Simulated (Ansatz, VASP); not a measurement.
## CaSe: VASP beside Ansatz

Contents of INCAR:

```
PREC = Accurate
ENCUT = 520
EDIFF = 1E-6
ISMEAR = -1
SIGMA = 0.02
LREAL = False
LASPH = True
NELM = 80
ALGO = Normal
ISIF = 2
LWAVE = False
LCHARG = False
GGA = PE
NBANDS = 15
```

The input KPOINTS:

```
Automatic mesh
0
Gamma
  7 7 7
```

Contents of POSCAR:

```
CaSe
1.0
   -0.0591200000      2.9264400000      2.9264400000
    2.9264400000     -0.0591200000      2.9264400000
    2.9264400000      2.9264400000     -0.0591200000
Ca Se
1 1
Direct
    0.0000000000      0.0000000000      0.0000000000
    0.5000000000      0.5000000000      0.5000000000
```

Input for Ansatz:

```yaml
crystal:
  lattice:
    - [-0.05912, 2.92644, 2.92644]
    - [2.92644, -0.05912, 2.92644]
    - [2.92644, 2.92644, -0.05912]
  atoms:
    - { symbol: Ca, position: [0.0, 0.0, 0.0] }
    - { symbol: Se, position: [0.5, 0.5, 0.5] }
kpoints:
  mp_grid: { grid: [7, 7, 7] }
scf:
  occupations: { method: fermi_dirac, width: 0.02 }
hamiltonian:
  xc: pbe
  pseudopotentials: { kind: all_electron, lapw: { basis_error: 0.00025 } }
output:
  forces: true
  stress: true
  eigenvalues: true
```

Change from the starting cell: equal xy, yz and zx shear strains of -2 %.

Alike in both runs: task single point; functional PBE; k mesh 7 × 7 × 7; occupations fermi-dirac, width 0.02 eV; no spin polarisation.

|  | VASP | Ansatz |
| --- | --- | --- |
| version | VASP 6.6.1 | Ansatz 0.2.0 |
| potentials or method | VASP PAW PBE potentials, release 64 (Ca_sv, Se), cutoff 520 eV | all-electron LAPW, scalar-relativistic |

VASP gave:

```
gap on the k mesh at the Fermi level (eV)                     : 1.97
pressure (GPa)                                                : 1.4
traceless stress, the component that is largest in VASP (GPa) : 0.52
```

Question: What did Ansatz give for the same quantities?

Answer: gap on the k mesh at the Fermi level (eV): 1.98; pressure (GPa): 1.2; traceless stress, the component that is largest in VASP (GPa): 0.52.

Ansatz ran all-electron here, and VASP with PAW potentials.
